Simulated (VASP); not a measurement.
# Ga (P6_3/mmc) in VASP: single point with PBE

Aim: the single point of Ga with PBE.

All numbers are computed with VASP 6.6.1; they aren't measurements. Logs are shortened: lines on timing, memory, paths and dates and some standing lists are left out, and cuts for length are marked.

### 1 The cell of the first run

The structure is hexagonal, space group P6_3/mmc (No. 194). The conventional cell has a = 3.012 Å, b = 3.012 Å, c = 4.860 Å, α = 90.00°, β = 90.00°, γ = 120.00°. Within 3.9 Å of Ga (site symmetry -6m2) lie 12 Ga at 2.99 to 3.01 Å.

### 2 Single point, PBE

Contents of INCAR:

```
SYSTEM = Ga
ALGO = Fast
EDIFF = 1E-6
ENCUT = 520
GGA = PE
ISIF = 2
ISMEAR = 0
LASPH = .TRUE.
LCHARG = .TRUE.
LELF = .TRUE.
LREAL = .FALSE.
LVHAR = .TRUE.
LWAVE = .FALSE.
NBANDS = 20
NELM = 80
PREC = Accurate
SIGMA = 0.1
```

Contents of KPOINTS:

```
k-points
0
G
  18 18 10
  0 0 0
```

Contents of POSCAR:

```
Ga
1.0
    3.0117677006      0.0000000000      0.0000000000
   -1.5058838503      2.6082673390      0.0000000000
    0.0000000000      0.0000000000      4.8597240762
Ga
2
Direct
    0.3333333333      0.6666666667      0.2500000000
    0.6666666667      0.3333333333      0.7500000000
```

Potentials or basis: VASP PAW PBE potentials, release 64 (Ga_d).

Run with:

```sh
$ cat potpaw_PBE.64/Ga_d/POTCAR > POTCAR
$ mpirun -np 1 vasp_std > vasp.out
```

OUTCAR:

```text
SYSTEM = Ga
   EDIFF = 1E-6
   ENCUT = 520
   GGA = PE
   ISIF = 2
   ISMEAR = 0
   LASPH = .TRUE.
   LREAL = .FALSE.
   NELM = 80
   PREC = Accurate

 ion  position               nearest neighbor table
   1  0.333  0.667  0.250-
   2  0.667  0.333  0.750-

  LATTYP: Found a hexagonal cell.
 ALAT       =     3.0117677006
 C/A-ratio  =     1.6135786552

  Lattice vectors:

 A1 = (   3.0117677006,   0.0000000000,   0.0000000000)
 A2 = (  -1.5058838503,   2.6082673390,   0.0000000000)
 A3 = (   0.0000000000,   0.0000000000,   4.8597240762)

Analysis of symmetry for initial positions (statically):
=====================================================================
 Subroutine PRICEL returns:
 Original cell was already a primitive cell.

 Routine SETGRP: Setting up the symmetry group for a
 hexagonal supercell.

 Subroutine GETGRP returns: Found 24 space group operations
 (whereof 12 operations were pure point group operations)
 out of a pool of 24 trial point group operations.

The static configuration has the point symmetry D_3d.
 The point group associated with its full space group is D_6h.

Analysis of symmetry for dynamics (positions and initial velocities):
=====================================================================
 Subroutine PRICEL returns:
 Original cell was already a primitive cell.

 Routine SETGRP: Setting up the symmetry group for a
 hexagonal supercell.

 Subroutine GETGRP returns: Found 24 space group operations
 (whereof 12 operations were pure point group operations)
 out of a pool of 24 trial point group operations.

The dynamic configuration has the point symmetry D_3d.
 The point group associated with its full space group is D_6h.

 Subroutine INISYM returns: Found 24 space group operations
 (whereof 12 operations are pure point group operations),
 and found     1 'primitive' translations

----------------------------------------------------------------------------------------

                                     Primitive cell

  volume of cell :      38.1755

  direct lattice vectors                    reciprocal lattice vectors
     3.011767701  0.000000000  0.000000000     0.332030920  0.191698141  0.000000000
    -1.505883850  2.608267339  0.000000000     0.000000000  0.383396282  0.000000000
     0.000000000  0.000000000  4.859724076     0.000000000  0.000000000  0.205773000

[... 73 lines left out ...]
 SYSTEM =  Ga
   PREC   = accura    normal or accurate (medium, high low for compatibility)
   ISTART =      0    job   : 0-new  1-cont  2-samecut
   ICHARG =      2    charge: 1-file 2-atom 10-const
   ISPIN  =      1    spin polarized calculation?
   LNONCOLLINEAR =      F non collinear calculations
   LSORBIT =      F    spin-orbit coupling
   LASPH  =      T    aspherical Exc in radial PAW
   ENCUT  =  520.0 eV  38.22 Ry    6.18 a.u.   5.60  5.60  9.04*2*pi/ulx,y,z
   NELM   =     80;   NELMIN=  2; NELMDL= -5     # of ELM steps
   EDIFF  = 0.1E-05   stopping-criterion for ELM
   LREAL  =      F    real-space projection
   EDIFFG = 0.1E-04   stopping-criterion for IOM
   NSW    =      0    number of steps for IOM
   IBRION =     -1    ionic relax: 0-MD 1-quasi-New 2-CG
   NFREE  =      0    steps in history (QN), initial steepest desc. (CG)
   ISIF   =      2    stress and relaxation
   ISYM   =      2    0-nonsym 1-usesym 2-fastsym
   POTIM  = 0.5000    time-step for ionic-motion
   TEBEG  =    0.0;   TEEND  =   0.0 temperature during run
   PSTRESS=    0.0 pullay stress
   NELECT =      26.0000    total number of electrons
   NUPDOWN=      -1.0000    fix difference up-down
   EMIN   =  10.00;   EMAX   =-10.00  energy-range for DOS
   EFERMI =   0.00;   METHOD = LEGACY
   ISMEAR =     0;   SIGMA  =   0.10  broadening in eV -4-tet -1-fermi 0-gaus
   EFERMI_NEDOS =   21; number of points for ismear=-14 and -15
   IALGO  =     68    algorithm
   IMIX   =      4    mixing-type and parameters
     AMIX     =   0.40;   BMIX     =  1.00
     AMIX_MAG =   1.60;   BMIX_MAG =  1.00
  volume/ion in A,a.u.               =      19.09       128.81
  Fermi-wavevector in a.u.,A,eV,Ry     =   1.440359  2.721885 28.227127  2.074635
  Thomas-Fermi vector in A             =   2.559112
   LORBIT       =      0    0 simple, 1 ext, 2 COOP (PROOUT), +10 PAW based schemes
   GGA     = PE    functional components
   LHFCALC =     F    Hartree Fock is set to
   AEXX    =    0.0000 exact exchange contribution
   IVDW    =     0    specifies the selected vdW correction
   LEPSILON=     F    determine dielectric tensor
   LRPA    =     F    only Hartree local field effects (RPA)
 non-spin polarized calculation
 RMM-DIIS sequential band-by-band and
 Gauss-broadening in eV      SIGMA  =   0.10
  energy-cutoff  :      520.00
  volume of cell :       38.18
 maximum number of plane-waves:      1049
 NGX is ok and might be reduce to    24
   NGX = 11   NGY = 11   NGZ = 19

 number of electron      26.0000021 magnetization

 Free energy of the ion-electron system (eV)
  ---------------------------------------------------
  ext. energy  EPLUGINS =         0.00000000
  ---------------------------------------------------
  free energy    TOTEN  =        -5.75752062 eV

  energy without entropy =       -5.75245976  energy(sigma->0) =       -5.75499019

 E-fermi :   5.4840     XC(G=0): -10.9627

 val. band max:        5.4813021614   @ k =   0.2778   0.1111   0.1000
 cond. band min:       5.4943362424   @ k =   0.3333   0.0556   0.5000
 fundamental gap:      0.0130340810
 Fermi energy:         5.4839899091

 k-point     1 :       0.0000    0.0000    0.0000
  band No.  band energies     occupation
      1      -9.5071      2.00000
      2      -9.4296      2.00000
      3      -9.4188      2.00000
      4      -9.4188      2.00000
      5      -9.3965      2.00000
      6      -9.3965      2.00000
[... 541 lines left out ...]
     19      15.7467      0.00000
     20      16.2803      0.00000

 [... further k-points ...]
[... 5 lines left out ...]
  --------------------------------------------------------------------------------------
  -------------------------------------------------------------------------------------
  Total        0.0081233      0.0081233      0.0197914      0.0000000      0.0000000      0.0000000
  in kB        0.3409260      0.3409260      0.8306184      0.0000000      0.0000000      0.0000000
  external PRESSURE =       0.5041568 kB  Pullay stress =       0.0000000 kB

 VOLUME and BASIS-vectors are now :
 -----------------------------------------------------------------------------
  energy-cutoff  :      520.00
  volume of cell :       38.18
      direct lattice vectors                 reciprocal lattice vectors
     3.011767701  0.000000000  0.000000000     0.332030920  0.191698141  0.000000000
    -1.505883850  2.608267339  0.000000000     0.000000000  0.383396282  0.000000000
     0.000000000  0.000000000  4.859724076     0.000000000  0.000000000  0.205773000

 POSITION                                       TOTAL-FORCE (eV/Angst)
 -----------------------------------------------------------------------------------
     -0.00000      1.73884      1.21493         0.000000     -0.000000     -0.000000
      1.50588      0.86942      3.64479        -0.000000      0.000000      0.000000
 -----------------------------------------------------------------------------------
    total drift:                               -0.000000      0.000000      0.000000

  FREE ENERGIE OF THE ION-ELECTRON SYSTEM (eV)
  ---------------------------------------------------
  free  energy   TOTEN  =        -5.7575206159 eV

  energy  without entropy=       -5.7524597587  energy(sigma->0) =       -5.75499019
```

stdout:

```text
POSCAR found type information on POSCAR Ga
 POSCAR found :  1 types and       2 ions
 scaLAPACK will be used
 LDA part: xc-table for (Slater+PW92), standard interpolation
 POSCAR, INCAR and KPOINTS ok, starting setup
 FFT: planning ... GRIDC
 FFT: planning ... GRID_SOFT
 FFT: planning ... GRID
 WAVECAR not read
 entering main loop
WARNING in EDDRMM: call to ZHEGV failed, returncode =   8  4     15
```

Wall time 45 s (1 thread of Intel Xeon 6975P-C (Granite Rapids), shared host); peak memory 0.24 GiB.

Results:

```yaml
Free_energy: -5.7575 eV
Pressure: 0.1 GPa
Band_gap_on_the_k_mesh: zero (band 13 reaches 9.86 eV, above the bottom of band 14 at 2.36 eV)
```
